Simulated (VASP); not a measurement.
Input of a VASP 6.6.1 run:

Contents of INCAR:

```
ALGO = Normal ; EDIFF = 1E-6
ENCUT = 520 ; GGA = CA
ISIF = 2 ; ISMEAR = -1
LASPH = T ; LCHARG = T
LELF = T ; LREAL = F
LVHAR = T ; LWAVE = F
NBANDS = 14 ; NELM = 80
PREC = Accurate ; SIGMA = 0.05
```

File KPOINTS:

```
k-points
0
Gamma
  12 12 7
```

Contents of POSCAR:

```
Na
1.0
    2.7774043276      0.0000000000      0.0000000000
   -1.3887021638      2.4053027042      0.0000000000
    0.0000000000      0.0000000000      4.4993950107
Na
2
Direct
    0.3333333333      0.6666666667      0.2500000000
    0.6666666667      0.3333333333      0.7500000000
```

Potentials or basis: VASP PAW LDA potentials, release 64 (Na_pv).

Launch:

```bash
$ cat potpaw_LDA.64/Na_pv/POTCAR > POTCAR
$ mpirun -np 1 vasp_std > vasp.out
```

Q: Predict the pressure.

A: 33.2 GPa.

Q: What does it give for the band gap on the k mesh?

A: Zero (bands 7 and 8 overlap by 5.89 eV).

Stress tensor (GPa, compression positive):
```
33.26  0.00  0.00
 0.00 33.26  0.00
 0.00  0.00 33.12
```

Caveat: the cell stands under pressure.
